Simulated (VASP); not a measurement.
# Si (P6/mmm) in VASP: further runs

The runs below take Si through single point, with LDA.

Everything below comes from runs of VASP 6.6.1. Logs are shortened: lines on timing, memory, paths and dates and some standing lists are left out, and cuts for length are marked.

### Step 1. The cell of the first run

The structure is hexagonal, space group P6/mmm (No. 191). Conventional cell: a = 2.660 Å, b = 2.660 Å, c = 2.392 Å, α = 90.00°, β = 90.00°, γ = 120.00°. Si (site symmetry 6/mmm) has 8 Si at 2.39 to 2.66 Å within 3.2 Å.

### Step 2. Single point, LDA (strain +0.015 along x and y, -0.030 along z)

Input file INCAR:

```
PREC = Accurate ; ENCUT = 520
EDIFF = 1E-6 ; ISMEAR = 0
SIGMA = 0.15 ; LREAL = F
LASPH = T ; NELM = 100
ALGO = Normal ; ISIF = 2
LWAVE = F ; LCHARG = F
GGA = CA ; NBANDS = 8
```

Input file KPOINTS:

```
regular mesh
0
Gamma
  24 24 20
```

Input file POSCAR:

```
Si
1.0
    2.6598509571      0.0000000000      0.0000000000
   -1.3299254786      2.3034984991      0.0000000000
    0.0000000000      0.0000000000      2.3923637583
Si
1
Direct
    0.0000000000      0.0000000000      0.0000000000
```

Potentials or basis: VASP PAW LDA potentials, release 64 (Si).

Run with:

```sh
cat potpaw_LDA.64/Si/POTCAR > POTCAR
mpirun -np 1 vasp_std > vasp.out
```

OUTCAR:

```text
PREC = Accurate
   ENCUT = 520
   EDIFF = 1E-6
   ISMEAR = 0
   LREAL = F
   LASPH = T
   NELM = 100
   ISIF = 2
   GGA = CA

 ion  position               nearest neighbor table
   1  0.000  0.000  0.000-

  LATTYP: Found a hexagonal cell.
 ALAT       =     2.6598509571
 C/A-ratio  =     0.8994352679

  Lattice vectors:

 A1 = (   2.6598509571,   0.0000000000,   0.0000000000)
 A2 = (  -1.3299254786,   2.3034984991,   0.0000000000)
 A3 = (   0.0000000000,   0.0000000000,   2.3923637583)

Analysis of symmetry for initial positions (statically):
=====================================================================
 Subroutine PRICEL returns:
 Original cell was already a primitive cell.

 Routine SETGRP: Setting up the symmetry group for a
 hexagonal supercell.

 Subroutine GETGRP returns: Found 24 space group operations
 (whereof 24 operations were pure point group operations)
 out of a pool of 24 trial point group operations.

The static configuration has the point symmetry D_6h.

Analysis of symmetry for dynamics (positions and initial velocities):
=====================================================================
 Subroutine PRICEL returns:
 Original cell was already a primitive cell.

 Routine SETGRP: Setting up the symmetry group for a
 hexagonal supercell.

 Subroutine GETGRP returns: Found 24 space group operations
 (whereof 24 operations were pure point group operations)
 out of a pool of 24 trial point group operations.

The dynamic configuration has the point symmetry D_6h.

 Subroutine INISYM returns: Found 24 space group operations
 (whereof 24 operations are pure point group operations),
 and found     1 'primitive' translations

----------------------------------------------------------------------------------------

                                     Primitive cell

  volume of cell :      14.6579

  direct lattice vectors                    reciprocal lattice vectors
     2.659850957  0.000000000  0.000000000     0.375960915  0.217061136  0.000000000
    -1.329925479  2.303498499  0.000000000     0.000000000  0.434122271  0.000000000
     0.000000000  0.000000000  2.392363758     0.000000000  0.000000000  0.417996635

  length of vectors
     2.659850957  2.659850957  2.392363758     0.434122271  0.434122271  0.417996635

  position of ions in fractional coordinates (direct lattice)
     0.000000000  0.000000000  0.000000000

  ion indices of the primitive-cell ions
   primitive index   ion index
                 1           1

----------------------------------------------------------------------------------------

 KPOINTS: regular mesh

Automatic generation of k-mesh.
 Grid dimensions read from file:
 generate k-points for:   24   24   20

 Generating k-lattice:

  Cartesian coordinates                     Fractional coordinates (reciprocal lattice)
     0.015665038  0.009044214  0.000000000     0.041666667  0.000000000  0.000000000
     0.000000000  0.018088428  0.000000000     0.000000000  0.041666667  0.000000000
     0.000000000  0.000000000  0.020899832     0.000000000  0.000000000  0.050000000

  Length of vectors
     0.018088428  0.018088428  0.020899832

  Shift w.r.t. Gamma in fractional coordinates (k-lattice)
     0.000000000  0.000000000  0.000000000

 Subroutine IBZKPT returns following result:
 ===========================================

 Found    671 irreducible k-points:

 Following reciprocal coordinates:
            Coordinates               Weight
  0.000000  0.000000  0.000000      1.000000
  0.041667  0.000000  0.000000      6.000000
  0.083333  0.000000  0.000000      6.000000
  0.125000  0.000000  0.000000      6.000000
  0.166667  0.000000  0.000000      6.000000
  0.208333  0.000000  0.000000      6.000000
[... 16 lines left out ...]
  0.416667  0.041667  0.000000     12.000000
  0.458333  0.041667  0.000000     12.000000
 [... further k-points ...]
   k-points           NKPTS =    671   k-points in BZ     NKDIM =    671   number of bands    NBANDS=      8
   number of dos      NEDOS =    301   number of ions     NIONS =      1
   total plane-waves  NPLWV =   7200
   dimension x,y,z NGX =    20 NGY =   20 NGZ =   18
   dimension x,y,z NGXF=    40 NGYF=   40 NGZF=   36
   ions per type =               1
   NGX,Y,Z   is equivalent  to a cutoff of  12.50, 12.50, 12.51 a.u.
   NGXF,Y,Z  is equivalent  to a cutoff of  25.00, 25.00, 25.02 a.u.
 SYSTEM =  unknown system
   PREC   = accura    normal or accurate (medium, high low for compatibility)
   ISTART =      0    job   : 0-new  1-cont  2-samecut
   ICHARG =      2    charge: 1-file 2-atom 10-const
   ISPIN  =      1    spin polarized calculation?
   LNONCOLLINEAR =      F non collinear calculations
   LSORBIT =      F    spin-orbit coupling
   LASPH  =      T    aspherical Exc in radial PAW
   ENCUT  =  520.0 eV  38.22 Ry    6.18 a.u.   4.95  4.95  4.45*2*pi/ulx,y,z
   NELM   =    100;   NELMIN=  2; NELMDL= -5     # of ELM steps
   EDIFF  = 0.1E-05   stopping-criterion for ELM
   LREAL  =      F    real-space projection
[... 7 lines left out ...]
   TEBEG  =    0.0;   TEEND  =   0.0 temperature during run
   PSTRESS=    0.0 pullay stress
   NELECT =       4.0000    total number of electrons
   NUPDOWN=      -1.0000    fix difference up-down
   EMIN   =  10.00;   EMAX   =-10.00  energy-range for DOS
   EFERMI =   0.00;   METHOD = LEGACY
   ISMEAR =     0;   SIGMA  =   0.15  broadening in eV -4-tet -1-fermi 0-gaus
   EFERMI_NEDOS =   21; number of points for ismear=-14 and -15
   IALGO  =     38    algorithm
   IMIX   =      4    mixing-type and parameters
     AMIX     =   0.40;   BMIX     =  1.00
     AMIX_MAG =   1.60;   BMIX_MAG =  1.00
  volume/ion in A,a.u.               =      14.66        98.92
  Fermi-wavevector in a.u.,A,eV,Ry     =   1.061868  2.006640 15.341445  1.127564
  Thomas-Fermi vector in A             =   2.197299
   LORBIT       =      0    0 simple, 1 ext, 2 COOP (PROOUT), +10 PAW based schemes
   GGA     = CA    functional components
   LHFCALC =     F    Hartree Fock is set to
   AEXX    =    0.0000 exact exchange contribution
   IVDW    =     0    specifies the selected vdW correction
   LEPSILON=     F    determine dielectric tensor
   LRPA    =     F    only Hartree local field effects (RPA)
 non-spin polarized calculation
 Gauss-broadening in eV      SIGMA  =   0.15
  energy-cutoff  :      520.00
  volume of cell :       14.66
 maximum number of plane-waves:       411
 NGX is ok and might be reduce to    20
   NGX =  9   NGY =  9   NGZ =  9

 number of electron       4.0000000 magnetization

 Free energy of the ion-electron system (eV)
  ---------------------------------------------------
  ext. energy  EPLUGINS =         0.00000000
  ---------------------------------------------------
  free energy    TOTEN  =        -5.72575981 eV

  energy without entropy =       -5.72149369  energy(sigma->0) =       -5.72362675

 E-fermi :   9.6943     XC(G=0): -11.1516

 val. band max:        9.6864173240   @ k =   0.3333   0.2917   0.5000
 cond. band min:       9.7149821432   @ k =   0.2917   0.2083   0.2500
 fundamental gap:      0.0285648192
 Fermi energy:         9.6942755575

 k-point     1 :       0.0000    0.0000    0.0000
  band No.  band energies     occupation
      1      -4.4219      2.00000
      2      17.5704      0.00000
      3      19.0401      0.00000
      4      19.0401      0.00000
      5      19.0489      0.00000
      6      21.4478      0.00000
      7      21.4478      0.00000
      8      26.8517      0.00000

 k-point     2 :       0.0417    0.0000    0.0000
  band No.  band energies     occupation
      1      -4.3748      2.00000
      2      17.1504      0.00000
      3      18.7238      0.00000
      4      19.0088      0.00000
      5      19.0876      0.00000
      6      21.4200      0.00000
      7      21.8460      0.00000
      8      27.3691      0.00000

 k-point     3 :       0.0833    0.0000    0.0000
  band No.  band energies     occupation
      1      -4.2337      2.00000
      2      16.1134      0.00000
      3      18.0845      0.00000
      4      18.8075      0.00000
      5      19.2035      0.00000
      6      21.4788      0.00000
      7      22.7307      0.00000
      8      28.6318      0.00000

 k-point     4 :       0.1250    0.0000    0.0000
  band No.  band energies     occupation
      1      -3.9988      2.00000
      2      14.7565      0.00000
      3      17.3990      0.00000
      4      18.4402      0.00000
      5      19.3964      0.00000
      6      21.7113      0.00000
      7      23.8237      0.00000
      8      29.7831      0.00000

 k-point     5 :       0.1667    0.0000    0.0000
  band No.  band energies     occupation
      1      -3.6705      2.00000
      2      13.2619      0.00000
      3      16.7497      0.00000
      4      18.0030      0.00000
      5      19.6655      0.00000
      6      22.0745      0.00000
      7      25.0403      0.00000
      8      30.5585      0.00000
[... 177 lines left out ...]
 k-point    22 :       0.3750    0.0417    0.0000
  band No.  band energies     occupation
      1      -0.2139      2.00000
      2       5.3450      2.00000
      3      13.5908      0.00000
      4      16.9681      0.00000
      5      22.4117      0.00000
      6      25.4921      0.00000
      7      27.6170      0.00000
      8      31.2548      0.00000

 k-point    23 :       0.4167    0.0417    0.0000
  band No.  band energies     occupation
      1       0.6692      2.00000
      2       4.1312      2.00000
      3      13.4255      0.00000
      4      16.8233      0.00000
      5      23.0246      0.00000
      6      26.2047      0.00000
      7      26.7439      0.00000
      8      30.5458      0.00000

 k-point    24 :       0.4583    0.0417    0.0000
  band No.  band energies     occupation
      1       1.5290      2.00000
      2       3.1055      2.00000
      3      13.3428      0.00000
      4      16.7501      0.00000
      5      23.4830      0.00000
      6      26.1541      0.00000
      7      26.7145      0.00000
      8      29.9916      0.00000

 [... further k-points ...]
[... 5 lines left out ...]
  --------------------------------------------------------------------------------------
  -------------------------------------------------------------------------------------
  Total       -0.2860402     -0.2860402      0.6201851      0.0000000     -0.0000000     -0.0000000
  in kB      -31.2654871    -31.2654871     67.7890346      0.0000000     -0.0000000     -0.0000000
  external PRESSURE =       1.7526868 kB  Pullay stress =       0.0000000 kB

 VOLUME and BASIS-vectors are now :
 -----------------------------------------------------------------------------
  energy-cutoff  :      520.00
  volume of cell :       14.66
      direct lattice vectors                 reciprocal lattice vectors
     2.659850957  0.000000000  0.000000000     0.375960915  0.217061136  0.000000000
    -1.329925479  2.303498499  0.000000000     0.000000000  0.434122271  0.000000000
     0.000000000  0.000000000  2.392363758     0.000000000  0.000000000  0.417996635

 POSITION                                       TOTAL-FORCE (eV/Angst)
 -----------------------------------------------------------------------------------
      0.00000      0.00000      0.00000        -0.000000      0.000000      0.000000
 -----------------------------------------------------------------------------------
    total drift:                               -0.000000     -0.000000      0.000000

  FREE ENERGIE OF THE ION-ELECTRON SYSTEM (eV)
  ---------------------------------------------------
  free  energy   TOTEN  =        -5.7257598068 eV

  energy  without entropy=       -5.7214936944  energy(sigma->0) =       -5.72362675
```

Wall time 33 s (1 thread of Intel Xeon Platinum 8488C (Sapphire Rapids), shared host); peak memory 0.16 GiB.

What came out:

```
Free energy            : -5.7258 eV
Pressure               : 0.2 GPa
Band gap on the k mesh : zero (band 2 reaches 17.57 eV, above the bottom of band 3 at 5.00 eV)
```

Caveat: the cell differs from its parent crystal (strain +0.015 along x and y, -0.030 along z).

(Part 1 of 2 ends here.)
